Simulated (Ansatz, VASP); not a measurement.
## Two plane-wave programs on SiB2

```xyz
6
Lattice="4.0742 0.0000 0.0000 0.0000 4.0742 0.0000 0.0000 0.0000 5.0558" Properties=species:S:1:pos:R:3 pbc="T T T"
Si    2.0371    2.0371    0.0000
Si    0.0000    0.0000    2.5279
B     0.5578    1.4793    1.2639
B     3.5164    2.5948    1.2639
B     1.4793    3.5164    3.7918
B     2.5948    0.5578    3.7918
```

Alike in both runs: task relaxation of cell and atoms; functional PBE; k mesh 10 × 10 × 8; occupations gaussian, width 0.1 eV; no spin polarisation.

|  | VASP | Ansatz |
| --- | --- | --- |
| version | VASP 6.6.1 | Ansatz 0.2.0 |
| potentials or method | VASP PAW PBE potentials, release 64 (Si, B), cutoff 500 eV | scalar-relativistic, plane waves, PAW |
| valence electrons in the cell | 20 | 20 |

|  | VASP | Ansatz | Ansatz less VASP |
| --- | --- | --- | --- |
| gap on the k mesh at the Fermi level, each at its own relaxed structure (eV) | none | none | - |
| relaxed volume (Å³/atom) | 14.01 | 14.01 | +0.001 |
| relaxed cell length with the largest relative difference (Å) | 4.965 | 4.965 | -0.0004 |

A gap of «none» marks a metal or a gap that the smearing closes.
